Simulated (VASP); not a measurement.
Here is a VASP 6.6.1 calculation.

The input INCAR:

```
SYSTEM = Li2S
PREC     = Accurate       ! precision mode
ENCUT    = 750            ! plane-wave cutoff, eV
EDIFF    = 1E-7           ! SCF threshold, eV
ISMEAR   = 0              ! smearing method
SIGMA    = 0.02           ! smearing width, eV
LREAL    = .FALSE.        ! projectors in reciprocal space
LASPH    = .TRUE.         ! aspherical terms in the spheres
NELM     = 120            ! most SCF steps
ALGO     = Normal         ! electronic algorithm
ISIF     = 3              ! what is computed and relaxed
LWAVE    = .FALSE.        ! write WAVECAR
LCHARG   = .FALSE.        ! write CHGCAR
GGA      = PS             ! functional
IBRION   = 2              ! ionic algorithm
NSW      = 100            ! ionic steps
EDIFFG   = -0.005         ! ionic threshold
GGA_COMPAT= .FALSE.      
NELMIN   = 4
```

KPOINTS

```
Automatic mesh
0
G
  8 8 8
  0 0 0
```

The input POSCAR:

```
Li2S
1.0
    0.0000000000      2.8540000000      2.8540000000
    2.8540000000      0.0000000000      2.8540000000
    2.8540000000      2.8540000000      0.0000000000
Li S
2 1
Direct
    0.2500000000      0.2500000000      0.2500000000
    0.7500000000      0.7500000000      0.7500000000
    0.0000000000      0.0000000000      0.0000000000
```

Potentials or basis: VASP PAW PBE potentials, release 64 (Li_sv, S).

Command:

```console
$ cat potpaw_PBE.64/Li_sv/POTCAR potpaw_PBE.64/S/POTCAR > POTCAR
$ mpirun -np 1 vasp_std > vasp.out
```

What does it give for the relaxed volume?

15.07 Å³/atom.

What does it give for the band gap on the k mesh?

3.20 eV, indirect (least direct gap 4.22 eV).

What does it give for the relaxed cell?

a = 3.999 Å, b = 3.999 Å, c = 3.999 Å, α = 60.00°, β = 60.00°, γ = 60.00°.

Step by step:
```
step  energy change (eV)  largest force (eV/Å)  pressure (GPa)  volume (Å³)
   1              0.0000                0.0000           -1.14        46.49
   2             -0.0038                0.0000           -0.51        45.75
   3             -0.0047                0.0000           -0.01        45.21
```

Caveat: the PAW data sets were made with another functional, which shifts forces and pressure a little. A k mesh can miss the band edges.
